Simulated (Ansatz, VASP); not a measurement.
**Two plane-wave programs on AlFe**

File INCAR:

```
SYSTEM = AlFe
PREC = Accurate
ENCUT = 520
EDIFF = 1E-8
ISMEAR = -1
SIGMA = 0.05
LREAL = .FALSE.
LASPH = .TRUE.
NELM = 150
ALGO = Normal
ISIF = 2
LWAVE = .FALSE.
LCHARG = .FALSE.
ISPIN = 2
MAGMOM = 0 3
LORBIT = 11
LMAXMIX = 4
GGA = PE
LEFG = .TRUE.
NBANDS = 16
```

KPOINTS

```
regular mesh
0
G
  12 12 12
  0 0 0
```

Contents of POSCAR:

```
AlFe
1.0
    2.9670733132      0.0000000000      0.0000000000
    0.0000000000      2.9670733132      0.0000000000
    0.0000000000      0.0000000000      2.9670733132
Al Fe
1 1
Direct
    0.0000000000      0.0000000000      0.0000000000
    0.5000000000      0.5000000000      0.5000000000
```

Input for Ansatz:

```yaml
crystal:
  lattice:
    - [2.9670733132, 0.0, 0.0]
    - [0.0, 2.9670733132, 0.0]
    - [0.0, 0.0, 2.9670733132]
  atoms:
    - { symbol: Al, position: [0.0, 0.0, 0.0] }
    - { symbol: Fe, position: [0.5, 0.5, 0.5], spin: 3.0 }
magnetization:
  spin_polarized: true
kpoints:
  mp_grid: { grid: [12, 12, 12] }
scf:
  occupations: { method: fermi_dirac, width: 0.05 }
hamiltonian:
  xc: pbe
  pseudopotentials: { kind: paw }
output:
  forces: true
  stress: true
  eigenvalues: true
  efg: { contact_densities: true }
```

Change from the starting cell: volume scaled by 1.06, PAW files.

Alike in both runs: task electric field gradients; functional PBE; k mesh 12 × 12 × 12; occupations fermi-dirac, width 0.05 eV; collinear spin.

|  | VASP | Ansatz |
| --- | --- | --- |
| version | VASP 6.6.1 | Ansatz 0.2.0 |
| potentials or method | VASP PAW PBE potentials, release 64 (Al, Fe) | PAW with Ansatz's default frozen-core files, scalar-relativistic |
| plane-wave cutoff (eV) | 520 | 420 |
| valence electrons in the cell | 11 | 19 |

|  | VASP | Ansatz | Ansatz less VASP |
| --- | --- | --- | --- |
| pressure (GPa) | -13.5 | -13.5 | +0.01 |
| net moment per atom (μB) | 0.39 | 0.39 | 0.000 |
| size of the moment on the site where the two differ most (μB) | 0.03 | 0.04 | +0.010 |

Site moments also hang on the region over which each program counts them. With one functional, cell and mesh, what is left measures potentials, basis and numerics. VASP's potentials hold 11 valence electrons a cell and Ansatz's 19, so a difference there can come from the potentials and not from the codes.
